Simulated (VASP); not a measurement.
Input of a VASP 6.6.1 run:

File POSCAR:

```
Al2O3
1.0
    2.8843249483      0.0000000000      0.0000000000
   -1.4421624742      2.4978986780      0.0000000000
    0.0000000000      0.0000000000      9.3367544600
Al O
2 3
Direct
    0.0000000000      0.0000000000      0.1499923300
    0.0000000000      0.0000000000      0.8500076700
    0.3333333333      0.6666666667      0.2223169200
    0.6666666667      0.3333333333      0.0000000000
    0.3333333333      0.6666666667      0.7776830800
```

The input INCAR.step1:

```
SYSTEM = Al2O3
ALGO = Normal ; EDIFF = 1E-4
ENCUT = 520 ; GGA = PE
ISMEAR = 0 ; LASPH = .True.
LCHARG = .False. ; LREAL = .False.
LWAVE = .True. ; NBANDS = 20
NELM = 100 ; PREC = Accurate
SIGMA = 0.05
```

INCAR.step2

```
SYSTEM = Al2O3
ALGO = Normal ; EDIFF = 1E-6
ENCUT = 520 ; ISIF = 2
ISMEAR = 0 ; ISTART = 1
LASPH = .True. ; LCHARG = .False.
LMIXTAU = .True. ; LREAL = .False.
LWAVE = .False. ; METAGGA = R2SCAN
NBANDS = 20 ; NELM = 100
PREC = Accurate ; SIGMA = 0.05
```

KPOINTS

```
k-points
0
Gamma
  12 12 4
  0 0 0
```

Potentials or basis: VASP PAW PBE potentials, release 64 (Al, O).

Launch:

```bash
$ cat potpaw_PBE.64/Al/POTCAR potpaw_PBE.64/O/POTCAR > POTCAR
$ cp INCAR.step1 INCAR
$ mpirun -np 1 vasp_std > vasp.out
$ cp INCAR.step2 INCAR
$ mpirun -np 1 vasp_std > vasp.out
```

(1) Predict the pressure.

(2) What does it give for the band gap on the k mesh?

Answers

(1) -4.7 GPa.

(2) 5.60 eV (least direct gap 5.83 eV).

Caveat: the cell stands under tension; the PAW data sets were made with another functional, which shifts forces and pressure a little.
